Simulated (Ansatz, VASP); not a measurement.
## Os in VASP and in Ansatz

The input INCAR:

```
SYSTEM = Os
PREC = Accurate ; ENCUT = 520
EDIFF = 1E-6 ; ISMEAR = -1
SIGMA = 0.05 ; LREAL = .False.
LASPH = .True. ; NELM = 100
ALGO = Fast ; ISIF = 2
LWAVE = .False. ; LCHARG = .True.
GGA = PE ; LELF = .True.
LVHAR = .True. ; NBANDS = 42
```

Contents of KPOINTS:

```
Automatic mesh
0
Gamma
  6 6 6
  0 0 0
```

File POSCAR:

```
Os
1.0
    5.1057859893      0.0000000000      0.0000000000
    0.0000000000      4.6444956500      0.0000000000
   -1.3829965296      0.0000000000      4.9446198231
Os
8
Direct
    0.8668040000      0.1547570000      0.1397160000
    0.1483650000      0.6605070000      0.3670240000
    0.1462190000      0.8520030000      0.8670180000
    0.8637100000      0.3523510000      0.6347640000
    0.3963590000      0.1596430000      0.2995760000
    0.6088050000      0.6672960000      0.2038440000
    0.6051130000      0.8348410000      0.7113310000
    0.3936320000      0.3385370000      0.7952810000
```

File input.yaml:

```yaml
crystal:
  lattice:
    - [5.1057859893, 0.0, 0.0]
    - [0.0, 4.64449565, 0.0]
    - [-1.3829965296, 0.0, 4.9446198231]
  atoms:
    - { symbol: Os, position: [0.866804, 0.154757, 0.139716] }
    - { symbol: Os, position: [0.148365, 0.660507, 0.367024] }
    - { symbol: Os, position: [0.146219, 0.852003, 0.867018] }
    - { symbol: Os, position: [0.86371, 0.352351, 0.634764] }
    - { symbol: Os, position: [0.396359, 0.159643, 0.299576] }
    - { symbol: Os, position: [0.608805, 0.667296, 0.203844] }
    - { symbol: Os, position: [0.605113, 0.834841, 0.711331] }
    - { symbol: Os, position: [0.393632, 0.338537, 0.795281] }
hamiltonian:
  xc: pbe
  pseudopotentials: { kind: paw }
kpoints:
  mp_grid: { grid: [6, 6, 6] }
scf:
  occupations: { method: fermi_dirac, width: 0.05 }
output:
  forces: true
  stress: true
  eigenvalues: true
  write_density: true
  write_potential: true
  elf: true
  volumetric_format: npy
```

Change from the starting cell: atoms moved at random, drawn with an rms of 0.05 Å.

Alike in both runs: task single point; functional PBE; k mesh 6 × 6 × 6; occupations fermi-dirac, width 0.05 eV; no spin polarisation.

|  | VASP | Ansatz |
| --- | --- | --- |
| version | VASP 6.6.1 | Ansatz 0.2.0 |
| potentials or method | VASP PAW PBE potentials, release 64 (Os) | Ansatz PAW |
| plane-wave cutoff (eV) | 520 | 420 |
| valence electrons in the cell | 64 | 128 |

VASP gave:

```
gap on the k mesh at the Fermi level (eV)                     : none
pressure (GPa)                                                : 4.6
traceless stress, the component that is largest in VASP (GPa) : 0.35
rms of the force components (eV/Å)                            : 0.448
```

Which values does Ansatz return?

gap on the k mesh at the Fermi level (eV): none; pressure (GPa): 4.8; traceless stress, the component that is largest in VASP (GPa): 0.36; rms of the force components (eV/Å): 0.452.

Atom by atom the forces differ by 0.012 eV/Å (rms over components). A gap of «none» marks a metal or a gap that the smearing closes. The functional is the same, so the differences come from potentials, cutoffs and numerics. VASP's potentials hold 64 valence electrons a cell and Ansatz's 128, so a difference there can come from the potentials and not from the codes.

Spin-orbit coupling is off throughout.
